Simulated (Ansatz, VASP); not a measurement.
## Two plane-wave programs on Cu3Au

INCAR

```
SYSTEM = Cu3Au
PREC = Accurate
ENCUT = 600
EDIFF = 1E-7
ISMEAR = 0
SIGMA = 0.1
LREAL = .False.
LASPH = .True.
NELM = 120
ALGO = Normal
ISIF = 3
LWAVE = .False.
LCHARG = .False.
GGA = PE
IBRION = 2
NSW = 90
EDIFFG = -0.04
GGA_COMPAT = .False.
NELMIN = 4
```

Contents of KPOINTS:

```
Automatic mesh
0
Gamma
  6 6 6
  0 0 0
```

File POSCAR:

```
Cu3Au
1.0
    3.7353875600      0.0000000000      0.0000000000
    0.0000000000      3.7353875600      0.0000000000
    0.0000000000      0.0000000000      3.7353875600
Cu Au
3 1
Direct
    0.0000000000      0.5000000000      0.5000000000
    0.5000000000      0.5000000000      0.0000000000
    0.5000000000      0.0000000000      0.5000000000
    0.0000000000      0.0000000000      0.0000000000
```

Input for Ansatz:

```yaml
crystal:
  lattice:
    - [3.73538756, 0.0, 0.0]
    - [0.0, 3.73538756, 0.0]
    - [0.0, 0.0, 3.73538756]
  atoms:
    - { symbol: Cu, position: [0.0, 0.5, 0.5] }
    - { symbol: Cu, position: [0.5, 0.5, 0.0] }
    - { symbol: Cu, position: [0.5, 0.0, 0.5] }
    - { symbol: Au, position: [0.0, 0.0, 0.0] }
basis:
  ecutwfc: 420
kpoints:
  mp_grid: { grid: [6, 6, 6] }
hamiltonian:
  xc: pbe
scf:
  occupations: { method: gaussian, width: 0.1 }
  lower_state_search: "off"
output:
  forces: true
  stress: true
  eigenvalues: true
relax:
  adjacent_minimum: "off"
  f_tol: 0.04
  max_steps: 70
  cell: { stress_tol: 0.4 }
```

Alike in both runs: task relaxation of cell and atoms; functional PBE; k mesh 6 × 6 × 6; occupations gaussian, width 0.1 eV; no spin polarisation.

|  | VASP | Ansatz |
| --- | --- | --- |
| version | VASP 6.6.1 | Ansatz 0.2.0 |
| potentials or method | VASP PAW PBE potentials, release 64 (Cu, Au), cutoff 600 eV | scalar-relativistic, plane waves, PAW |
| valence electrons in the cell | 44 | 76 |

```tsv
	VASP	Ansatz	Ansatz less VASP
gap on the k mesh at the Fermi level, each at its own relaxed structure (eV)	none	none	-
relaxed volume (Å³/atom)	13.53	13.50	-0.028
relaxed cell length with the largest relative difference (Å)	3.782	3.780	-0.0026
```

A gap of «none» marks a metal or a gap that the smearing closes. VASP's potentials hold 44 valence electrons a cell and Ansatz's 76, so a difference there can come from the potentials and not from the codes.

Neither program's run includes spin-orbit coupling.
